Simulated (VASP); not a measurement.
# Zn3SeS2 (P3m1) in VASP: notebook

Zn3SeS2 is run at these levels: PBE; tasks: relaxation of shape and atoms at fixed volume, single point.

All numbers are computed with VASP 6.6.1; they aren't measurements. Logs are shortened: lines on timing, memory, paths and dates and some standing lists are left out, and cuts for length are marked.

## (1) The cell of the first run

It takes space group P3m1 (No. 156, trigonal). Conventional cell: a = 3.878 Å, b = 3.878 Å, c = 9.503 Å, α = 90.00°, β = 90.00°, γ = 120.00°. Within 3.1 Å of Zn (site symmetry 3m) lie 3 S at 2.36 Å and 1 Se at 2.45 Å. Within 3.1 Å of Zn (site symmetry 3m) lie 4 S at 2.34 to 2.36 Å. Zn (site symmetry 3m) has 1 S at 2.33 Å and 3 Se at 2.41 Å within 3.1 Å. Se (site symmetry 3m) has 4 Zn at 2.41 to 2.45 Å within 3.2 Å. S (site symmetry 3m) has 4 Zn at 2.34 to 2.36 Å within 3.1 Å. Within 3.1 Å of S (site symmetry 3m) lie 4 Zn at 2.33 to 2.36 Å.

## (2) Relaxation of shape and atoms at fixed volume, PBE (20.62 Å³/atom)

INCAR

```
SYSTEM = Zn3SeS2
PREC = Accurate ; ENCUT = 600
EDIFF = 1E-7 ; ISMEAR = 0
SIGMA = 0.02 ; LREAL = .FALSE.
LASPH = .TRUE. ; NELM = 80
ALGO = Normal ; ISIF = 4
LWAVE = .FALSE. ; LCHARG = .FALSE.
GGA = PE ; IBRION = 2
NSW = 50 ; EDIFFG = -0.01
```

KPOINTS

```
regular mesh
0
G
  12 12 4
  0 0 0
```

POSCAR

```
Zn3SeS2
1.0
    3.8777087066     -0.0000000286      0.0000000000
   -1.9388543286      3.3581942627      0.0000000000
    0.0000000000      0.0000000000      9.5026482044
Zn Se S
3 1 2
Direct
    0.0000000000      0.0000000000      0.0095910000
    0.6666666667      0.3333333333      0.3334870000
    0.3333333333      0.6666666667      0.6565060000
    0.0000000000      0.0000000000      0.7514400000
    0.6666666667      0.3333333333      0.0874180000
    0.3333333333      0.6666666667      0.4115570000
```

Potentials or basis: VASP PAW PBE potentials, release 64 (Zn, Se, S).

Run with:

```sh
cat potpaw_PBE.64/Zn/POTCAR potpaw_PBE.64/Se/POTCAR potpaw_PBE.64/S/POTCAR > POTCAR
mpirun -np 1 vasp_std > vasp.out
```

OUTCAR:

```text
SYSTEM = Zn3SeS2
   PREC = Accurate
   ENCUT = 600
   EDIFF = 1E-7
   ISMEAR = 0
   LREAL = .FALSE.
   LASPH = .TRUE.
   NELM = 80
   ISIF = 4
   GGA = PE
   IBRION = 2
   NSW = 50
   EDIFFG = -0.01

 ion  position               nearest neighbor table
   1  0.000  0.000  0.010-   5 2.36   5 2.36   5 2.36   4 2.45
   2  0.667  0.333  0.333-   5 2.34   6 2.36   6 2.36   6 2.36
   3  0.333  0.667  0.657-   6 2.33   4 2.41   4 2.41   4 2.41
   4  0.000  0.000  0.751-   3 2.41   3 2.41   3 2.41   1 2.45
   5  0.667  0.333  0.087-   2 2.34   1 2.36   1 2.36   1 2.36
   6  0.333  0.667  0.412-   3 2.33   2 2.36   2 2.36   2 2.36

  LATTYP: Found a hexagonal cell.
 ALAT       =     3.8777087066
 C/A-ratio  =     2.4505833015

  Lattice vectors:

 A1 = (   3.8777087066,  -0.0000000286,   0.0000000000)
 A2 = (  -1.9388543286,   3.3581942627,   0.0000000000)
 A3 = (   0.0000000000,   0.0000000000,   9.5026482044)

Analysis of symmetry for initial positions (statically):
=====================================================================
 Subroutine PRICEL returns:
 Original cell was already a primitive cell.

 Routine SETGRP: Setting up the symmetry group for a
 hexagonal supercell.

 Subroutine GETGRP returns: Found  6 space group operations
 (whereof  6 operations were pure point group operations)
 out of a pool of 24 trial point group operations.

The static configuration has the point symmetry C_3v.

Analysis of symmetry for dynamics (positions and initial velocities):
=====================================================================
 Subroutine PRICEL returns:
 Original cell was already a primitive cell.

 Routine SETGRP: Setting up the symmetry group for a
 hexagonal supercell.

 Subroutine GETGRP returns: Found  6 space group operations
 (whereof  6 operations were pure point group operations)
 out of a pool of 24 trial point group operations.

The dynamic configuration has the point symmetry C_3v.

 Subroutine INISYM returns: Found  6 space group operations
 (whereof  6 operations are pure point group operations),
 and found     1 'primitive' translations

----------------------------------------------------------------------------------------

                                     Primitive cell

  volume of cell :     123.7444

  direct lattice vectors                    reciprocal lattice vectors
     3.877708707 -0.000000029  0.000000000     0.257884251  0.148889539  0.000000000
    -1.938854329  3.358194263  0.000000000     0.000000002  0.297779082  0.000000000
     0.000000000  0.000000000  9.502648204     0.000000000  0.000000000  0.105233823

  length of vectors
     3.877708707  3.877708707  9.502648204     0.297779082  0.297779082  0.105233823

  position of ions in fractional coordinates (direct lattice)
     0.000000000  0.000000000  0.009591000
     0.666666667  0.333333333  0.333487000
     0.333333333  0.666666667  0.656506000
     0.000000000  0.000000000  0.751440000
     0.666666667  0.333333333  0.087418000
     0.333333333  0.666666667  0.411557000

  ion indices of the primitive-cell ions
   primitive index   ion index
                 1           1
                 2           2
                 3           3
                 4           4
                 5           5
                 6           6

----------------------------------------------------------------------------------------

 KPOINTS: regular mesh

Automatic generation of k-mesh.
 Grid dimensions read from file:
 generate k-points for:   12   12    4

 Generating k-lattice:

  Cartesian coordinates                     Fractional coordinates (reciprocal lattice)
     0.021490354  0.012407462  0.000000000     0.083333333  0.000000000  0.000000000
     0.000000000  0.024814923  0.000000000     0.000000000  0.083333333  0.000000000
     0.000000000  0.000000000  0.026308456     0.000000000  0.000000000  0.250000000

  Length of vectors
     0.024814923  0.024814923  0.026308456

  Shift w.r.t. Gamma in fractional coordinates (k-lattice)
     0.000000000  0.000000000  0.000000000

 Subroutine IBZKPT returns following result:
 ===========================================

 Found     69 irreducible k-points:

 Following reciprocal coordinates:
            Coordinates               Weight
  0.000000  0.000000  0.000000      1.000000
  0.083333  0.000000  0.000000      6.000000
  0.166667  0.000000  0.000000      6.000000
  0.250000  0.000000  0.000000      6.000000
  0.333333  0.000000  0.000000      6.000000
  0.416667  0.000000  0.000000      6.000000
[... 16 lines left out ...]
  0.166667  0.000000  0.250000      6.000000
 -0.000000  0.166667  0.250000      6.000000
 [... further k-points ...]
   k-points           NKPTS =     69   k-points in BZ     NKDIM =     69   number of bands    NBANDS=     32
   number of dos      NEDOS =    301   number of ions     NIONS =      6
   total plane-waves  NPLWV =  81920
   dimension x,y,z NGX =    32 NGY =   32 NGZ =   80
   dimension x,y,z NGXF=    64 NGYF=   64 NGZF=  160
   ions per type =               3   1   2
   NGX,Y,Z   is equivalent  to a cutoff of  13.72, 13.72, 14.00 a.u.
   NGXF,Y,Z  is equivalent  to a cutoff of  27.44, 27.44, 27.99 a.u.
 SYSTEM =  Zn3SeS2
   PREC   = accura    normal or accurate (medium, high low for compatibility)
   ISTART =      0    job   : 0-new  1-cont  2-samecut
   ICHARG =      2    charge: 1-file 2-atom 10-const
   ISPIN  =      1    spin polarized calculation?
   LNONCOLLINEAR =      F non collinear calculations
   LSORBIT =      F    spin-orbit coupling
   LASPH  =      T    aspherical Exc in radial PAW
   ENCUT  =  600.0 eV  44.10 Ry    6.64 a.u.   7.74  7.74 18.98*2*pi/ulx,y,z
   NELM   =     80;   NELMIN=  2; NELMDL= -5     # of ELM steps
   EDIFF  = 0.1E-06   stopping-criterion for ELM
   LREAL  =      F    real-space projection
   EDIFFG = -.1E-01   stopping-criterion for IOM
   NSW    =     50    number of steps for IOM
   IBRION =      2    ionic relax: 0-MD 1-quasi-New 2-CG
   NFREE  =      1    steps in history (QN), initial steepest desc. (CG)
   ISIF   =      4    stress and relaxation
   ISYM   =      2    0-nonsym 1-usesym 2-fastsym
   POTIM  = 0.5000    time-step for ionic-motion
   TEBEG  =    0.0;   TEEND  =   0.0 temperature during run
   PSTRESS=    0.0 pullay stress
   NELECT =      54.0000    total number of electrons
   NUPDOWN=      -1.0000    fix difference up-down
   EMIN   =  10.00;   EMAX   =-10.00  energy-range for DOS
   EFERMI =   0.00;   METHOD = LEGACY
   ISMEAR =     0;   SIGMA  =   0.02  broadening in eV -4-tet -1-fermi 0-gaus
   EFERMI_NEDOS =   21; number of points for ismear=-14 and -15
   IALGO  =     38    algorithm
   IMIX   =      4    mixing-type and parameters
     AMIX     =   0.40;   BMIX     =  1.00
     AMIX_MAG =   1.60;   BMIX_MAG =  1.00
  volume/ion in A,a.u.               =      20.62       139.18
  Fermi-wavevector in a.u.,A,eV,Ry     =   1.241741  2.346549 20.979090  1.541920
  Thomas-Fermi vector in A             =   2.376125
   LORBIT       =      0    0 simple, 1 ext, 2 COOP (PROOUT), +10 PAW based schemes
   GGA     = PE    functional components
   LHFCALC =     F    Hartree Fock is set to
   AEXX    =    0.0000 exact exchange contribution
   IVDW    =     0    specifies the selected vdW correction
   LEPSILON=     F    determine dielectric tensor
   LRPA    =     F    only Hartree local field effects (RPA)
 conjugate gradient relaxation of ions
 non-spin polarized calculation
 Gauss-broadening in eV      SIGMA  =   0.02
  energy-cutoff  :      600.00
  volume of cell :      123.74
 maximum number of plane-waves:      4154
 NGX is ok and might be reduce to    32
   NGX = 15   NGY = 15   NGZ = 37

--------------------------------------- Ionic step        1  -------------------------------------------

 number of electron      53.9999995 magnetization

 Free energy of the ion-electron system (eV)
  ---------------------------------------------------
  ext. energy  EPLUGINS =         0.00000000
  ---------------------------------------------------
  free energy    TOTEN  =       -19.64059916 eV

  energy without entropy =      -19.64059916  energy(sigma->0) =      -19.64059916

------------------------ aborting loop because EDIFF is reached ----------------------------------------

  FORCE on cell =-STRESS in cart. coord.  units (eV):
  Direction    XX          YY          ZZ          XY          YZ          ZX
  --------------------------------------------------------------------------------------
  -------------------------------------------------------------------------------------
  Total        1.7538545      1.7538545      1.8014464     -0.0000000     -0.0000000      0.0000000
  in kB       22.7079795     22.7079795     23.3241742     -0.0000000     -0.0000000      0.0000000
  external PRESSURE =      22.9133777 kB  Pullay stress =       0.0000000 kB

 VOLUME and BASIS-vectors are now :
 -----------------------------------------------------------------------------
  energy-cutoff  :      600.00
  volume of cell :      123.74
      direct lattice vectors                 reciprocal lattice vectors
     3.877708707 -0.000000029  0.000000000     0.257884251  0.148889539  0.000000000
    -1.938854329  3.358194263  0.000000000     0.000000002  0.297779082  0.000000000
     0.000000000  0.000000000  9.502648204     0.000000000  0.000000000  0.105233823
[... 81 lines left out ...]
 POSITION                                       TOTAL-FORCE (eV/Angst)
 -----------------------------------------------------------------------------------
      0.00000     -0.00000      0.09262        -0.000000     -0.000000      0.011019
      1.93841      1.11914      3.17157         0.000000      0.000000     -0.014806
      0.00000      2.23828      6.23875        -0.000000      0.000000     -0.005816
      0.00000     -0.00000      7.14723        -0.000000     -0.000000      0.002491
      1.93841      1.11914      0.82937        -0.000000     -0.000000      0.014231
      0.00000      2.23828      3.91130        -0.000000      0.000000     -0.007119
 -----------------------------------------------------------------------------------
    total drift:                                0.000000      0.000001      0.000553

  FREE ENERGIE OF THE ION-ELECTRON SYSTEM (eV)
  ---------------------------------------------------
  free  energy   TOTEN  =       -19.6407584175 eV

  energy  without entropy=      -19.6407584175  energy(sigma->0) =      -19.64075842

--------------------------------------- Ionic step        4  -------------------------------------------

 number of electron      53.9999996 magnetization

 Free energy of the ion-electron system (eV)
  ---------------------------------------------------
  ext. energy  EPLUGINS =         0.00000000
  ---------------------------------------------------
  free energy    TOTEN  =       -19.64078618 eV

  energy without entropy =      -19.64078618  energy(sigma->0) =      -19.64078618

 E-fermi :   2.3248     XC(G=0):  -9.5455

 val. band max:        2.2226831131   @ k =   0.0000   0.0000   0.0000
 cond. band min:       3.7694153591   @ k =   0.0000   0.0000   0.0000
 fundamental gap:      1.5467322460
 Fermi energy:         2.3247716129

 k-point     1 :       0.0000    0.0000    0.0000
  band No.  band energies     occupation
      1     -11.2408      2.00000
      2     -10.6120      2.00000
      3     -10.5927      2.00000
      4      -4.5079      2.00000
      5      -4.5079      2.00000
      6      -4.4841      2.00000
[... 829 lines left out ...]
     31       7.2114      0.00000
     32       7.9765      0.00000

 [... further k-points ...]

------------------------ aborting loop because EDIFF is reached ----------------------------------------

  FORCE on cell =-STRESS in cart. coord.  units (eV):
  Direction    XX          YY          ZZ          XY          YZ          ZX
  --------------------------------------------------------------------------------------
  -------------------------------------------------------------------------------------
  Total        1.7601780      1.7601780      1.7654578     -0.0000000     -0.0000000      0.0000000
  in kB       22.7898537     22.7898537     22.8582130     -0.0000000     -0.0000000      0.0000000
  external PRESSURE =      22.8126401 kB  Pullay stress =       0.0000000 kB

 VOLUME and BASIS-vectors are now :
 -----------------------------------------------------------------------------
  energy-cutoff  :      600.00
  volume of cell :      123.74
      direct lattice vectors                 reciprocal lattice vectors
     3.876911140 -0.000000029  0.000000000     0.257937303  0.148920169  0.000000000
    -1.938455545  3.357503550 -0.000000000     0.000000002  0.297840342  0.000000000
     0.000000000 -0.000000000  9.506558416    -0.000000000  0.000000000  0.105190539

 POSITION                                       TOTAL-FORCE (eV/Angst)
 -----------------------------------------------------------------------------------
      0.00000     -0.00000      0.09340         0.000000     -0.000000      0.008140
      1.93846      1.11917      3.17070        -0.000000      0.000000     -0.007537
      0.00000      2.23834      6.23780        -0.000000      0.000000     -0.001326
      0.00000     -0.00000      7.14738        -0.000000      0.000000     -0.000919
      1.93846      1.11917      0.82993         0.000000     -0.000000      0.006941
      0.00000      2.23834      3.91054        -0.000000      0.000000     -0.005298
 -----------------------------------------------------------------------------------
    total drift:                               -0.000000      0.000001      0.000900

  FREE ENERGIE OF THE ION-ELECTRON SYSTEM (eV)
  ---------------------------------------------------
  free  energy   TOTEN  =       -19.6407861795 eV

  energy  without entropy=      -19.6407861795  energy(sigma->0) =      -19.64078618

 reached required accuracy - stopping structural energy minimisation
```

Run time: 5.2 min. Hardware: 1 thread of Intel Xeon 6975P-C (Granite Rapids), shared host; peak memory 0.5 GiB.

What came out:

```yaml
Free_energy: -19.6408 eV
Energy_gained_by_relaxing: 0.0 meV/atom
Ionic_steps: 4
Pressure_after_relaxing: 2.3 GPa
Largest_force_after_relaxing: 0.008 eV/Å
Band_gap_on_the_k_mesh: 1.55 eV
```

Forces in eV/Å, atoms in the order of the input:
```
Zn   0.000  0.000  0.008
Zn   0.000  0.000 -0.008
Zn   0.000  0.000 -0.001
Se   0.000  0.000 -0.001
S    0.000  0.000  0.007
S    0.000  0.000 -0.005
```

Step by step:
```
step  energy change (eV)  largest force (eV/Å)  pressure (GPa)  volume (Å³)
   1              0.0000                0.0373            2.29       123.74
   2             -0.0001                0.0181            2.29       123.74
   3             -0.0002                0.0148            2.28       123.74
   4             -0.0002                0.0081            2.28       123.74
```

Final structure:
```cif
data_structure
_symmetry_space_group_name_H-M 'P 1'
_symmetry_Int_Tables_number 1
_cell_length_a 3.8769
_cell_length_b 3.8769
_cell_length_c 9.5066
_cell_angle_alpha 90.000
_cell_angle_beta 90.000
_cell_angle_gamma 120.000
_cell_volume 123.74
loop_
_atom_site_label
_atom_site_type_symbol
_atom_site_fract_x
_atom_site_fract_y
_atom_site_fract_z
_atom_site_occupancy
Zn1 Zn 0.00000 0.00000 0.00982 1
Zn2 Zn 0.66667 0.33333 0.33353 1
Zn3 Zn 0.33333 0.66667 0.65616 1
Se1 Se 0.00000 0.00000 0.75184 1
S1 S 0.66667 0.33333 0.08730 1
S2 S 0.33333 0.66667 0.41135 1
```

(Part 1 of 2 ends here.)
